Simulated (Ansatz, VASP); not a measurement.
# NiSb in VASP and in Ansatz

```
CELL_PARAMETERS angstrom
3.94000 0.00000 0.00000
-1.97000 3.41214 0.00000
0.00000 0.00000 5.14000
ATOMIC_POSITIONS crystal
Ni 0.00000 0.00000 0.00000
Ni 0.00000 0.00000 0.50000
Sb 0.33333 0.66667 0.25000
Sb 0.66667 0.33333 0.75000
```

Alike in both runs: task single point; functional BLYP; k mesh 6 × 6 × 4; occupations gaussian, width 0.1 eV; no spin polarisation.

|  | VASP | Ansatz |
| --- | --- | --- |
| version | VASP 6.6.1 | Ansatz 0.2.0 |
| potentials or method | VASP PAW PBE potentials, release 64 (Ni, Sb) | scalar-relativistic, plane waves, PAW |
| plane-wave cutoff (eV) | 520 | 420 |
| valence electrons in the cell | 30 | 66 |

VASP gave:

* pressure (GPa): 10.5
* traceless stress, the component that is largest in VASP (GPa): 0.86

Problem. Which values does Ansatz return?

Solution. Pressure (GPa): 10.4; traceless stress, the component that is largest in VASP (GPa): 0.87.

VASP's potentials were made for PBE, not for BLYP. VASP's potentials hold 30 valence electrons a cell and Ansatz's 66, so a difference there can come from the potentials and not from the codes.

Neither program's run includes spin-orbit coupling.
